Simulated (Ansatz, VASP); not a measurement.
**One calculation of KZnF3, two programs**

File INCAR:

```
PREC = Accurate
ENCUT = 520
EDIFF = 1E-7
ISMEAR = 0
SIGMA = 0.05
LREAL = F
LASPH = T
NELM = 60
ALGO = Normal
ISIF = 2
LWAVE = F
LCHARG = T
GGA = CA
LELF = T
LVHAR = T
NBANDS = 29
```

KPOINTS

```
Automatic mesh
0
Gamma
  6 6 6
```

File POSCAR:

```
KZnF3
1.0
    4.0500000000      0.0000000000      0.0000000000
    0.0000000000      4.0500000000      0.0000000000
    0.0000000000      0.0000000000      4.0500000000
K Zn F
1 1 3
Direct
    0.0000000000      0.0000000000      0.0000000000
    0.5000000000      0.5000000000      0.5000000000
    0.5000000000      0.5000000000      0.0000000000
    0.0000000000      0.5000000000      0.5000000000
    0.5000000000      0.0000000000      0.5000000000
```

Input for Ansatz:

```yaml
crystal:
  lattice:
    - [4.05, 0.0, 0.0]
    - [0.0, 4.05, 0.0]
    - [0.0, 0.0, 4.05]
  atoms:
    - { symbol: K, position: [0.0, 0.0, 0.0] }
    - { symbol: Zn, position: [0.5, 0.5, 0.5] }
    - { symbol: F, position: [0.5, 0.5, 0.0] }
    - { symbol: F, position: [0.0, 0.5, 0.5] }
    - { symbol: F, position: [0.5, 0.0, 0.5] }
basis:
  ecutwfc: 420
kpoints:
  mp_grid: { grid: [6, 6, 6] }
hamiltonian:
  xc: lda
scf:
  occupations: { method: gaussian, width: 0.05 }
output:
  forces: true
  stress: true
  eigenvalues: true
```

Alike in both runs: task single point; functional LDA; k mesh 6 × 6 × 6; occupations gaussian, width 0.05 eV; no spin polarisation.

|  | VASP | Ansatz |
| --- | --- | --- |
| version | VASP 6.6.1 | Ansatz 0.2.0 |
| potentials or method | VASP PAW LDA potentials, release 64 (K_sv, Zn, F), cutoff 520 eV | scalar-relativistic, plane waves, PAW |
| valence electrons in the cell | 42 | 42 |

```tsv
	VASP	Ansatz	Ansatz less VASP
gap on the k mesh at the Fermi level (eV)	3.59	3.63	+0.039
least direct gap on the mesh (eV)	5.39	5.42	+0.024
pressure (GPa)	-4.4	-4.8	-0.40
```

LDA's correlation is that of Perdew and Zunger in VASP and of Perdew and Wang (1992) in Ansatz.
